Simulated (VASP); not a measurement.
Write the native input for VASP 6.6.1 that does the following.

```
Task                   : single point
Functional             : PBE
Potentials or basis    : VASP PAW PBE potentials, release 64 (Sn_d)
Cutoff                 : 520 eV
k mesh                 : 16 × 16 × 16
Occupations            : gaussian, width 0.1 eV
Spin                   : no spin polarisation
Dipole correction      : no
Further INCAR settings : ALGO = Fast; EDIFF = 1e-06; NBANDS = 21
```

The structure of Sn lies in POSCAR:

```
Sn
1.0
   -2.8245721756      2.8245721756      1.5223375949
    2.8245721756     -2.8245721756      1.5223375949
    2.8245721756      2.8245721756     -1.5223375949
Sn
2
Direct
    0.0000000000      0.0000000000      0.0000000000
    0.7500000000      0.2500000000      0.5000000000
```

One way to write it, as run:

INCAR

```
SYSTEM = Sn
PREC = Accurate
ENCUT = 520
EDIFF = 1E-6
ISMEAR = 0
SIGMA = 0.1
LREAL = .False.
LASPH = .True.
NELM = 100
ALGO = Fast
ISIF = 2
LWAVE = .False.
LCHARG = .False.
GGA = PE
NBANDS = 21
```

KPOINTS

```
regular mesh
0
Gamma
  16 16 16
  0 0 0
```

Potentials or basis: VASP PAW PBE potentials, release 64 (Sn_d).

Launch:

```console
$ cat potpaw_PBE.64/Sn_d/POTCAR > POTCAR
$ mpirun -np 1 vasp_std > vasp.out
```

It gave:

```yaml
Pressure: 10.8 GPa
Band_gap_on_the_k_mesh: zero (bands 14 and 15 overlap by 4.90 eV)
```

Caveat: the cell stands under pressure; spin-orbit coupling is left out, which moves the levels of the heavy elements.

Run time: 2.7 min on 1 thread of AMD EPYC 9R45 96-Core Processor (Zen 5) (shared host), peak memory 0.36 GiB.
